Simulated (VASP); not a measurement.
A run of VASP 6.6.1:

The input POSCAR:

```
ZnO
1.0
    3.2353408559      0.0000000000      0.0000000000
   -1.6176704279      2.8018873711      0.0000000000
    0.0000000000      0.0000000000      5.2109518619
Zn O
2 2
Direct
    0.3333333333      0.6666666667     -0.0023477509
    0.6666666667      0.3333333333      0.4976522491
    0.3333333333      0.6666666667      0.3773477509
    0.6666666667      0.3333333333      0.8773477509
```

Contents of INCAR.step1:

```
PREC     = Accurate       # precision mode
ENCUT    = 520            # plane-wave cutoff, eV
ISMEAR   = 0              # smearing method
SIGMA    = 0.01           # smearing width, eV
LREAL    = F              # projectors in reciprocal space
LASPH    = T              # aspherical terms in the spheres
NELM     = 60             # most SCF steps
NBANDS   = 26             # bands
GGA      = PE             # functional
ALGO     = Normal         # electronic algorithm
EDIFF    = 1E-4           # SCF threshold, eV
LWAVE    = T              # write WAVECAR
LCHARG   = F              # write CHGCAR
```

Contents of INCAR.step2:

```
PREC     = Accurate       # precision mode
ENCUT    = 520            # plane-wave cutoff, eV
EDIFF    = 1E-7           # SCF threshold, eV
ISMEAR   = 0              # smearing method
SIGMA    = 0.01           # smearing width, eV
LREAL    = F              # projectors in reciprocal space
LASPH    = T              # aspherical terms in the spheres
NELM     = 60             # most SCF steps
ALGO     = Normal         # electronic algorithm
ISIF     = 2              # what is computed and relaxed
LWAVE    = F              # write WAVECAR
LCHARG   = F              # write CHGCAR
METAGGA  = R2SCAN         # meta-GGA
LMIXTAU  = T            
NBANDS   = 26             # bands
ISTART   = 1
```

KPOINTS

```
regular mesh
0
Gamma
  12 12 6
```

Potentials or basis: VASP PAW PBE potentials, release 64 (Zn, O).

Launch:

```sh
$ cat potpaw_PBE.64/Zn/POTCAR potpaw_PBE.64/O/POTCAR > POTCAR
$ cp INCAR.step1 INCAR
$ mpirun -np 1 vasp_std > vasp.out
$ cp INCAR.step2 INCAR
$ mpirun -np 1 vasp_std > vasp.out
```

Hardware: 1 thread of Intel(R) Xeon(R) 6975P-C (Granite Rapids) (shared host).

How long does it take, and how much memory?

Run time: 96 s on 1 thread of Intel(R) Xeon(R) 6975P-C (Granite Rapids) (shared host), peak memory 0.22 GiB. Counts: k points 76.
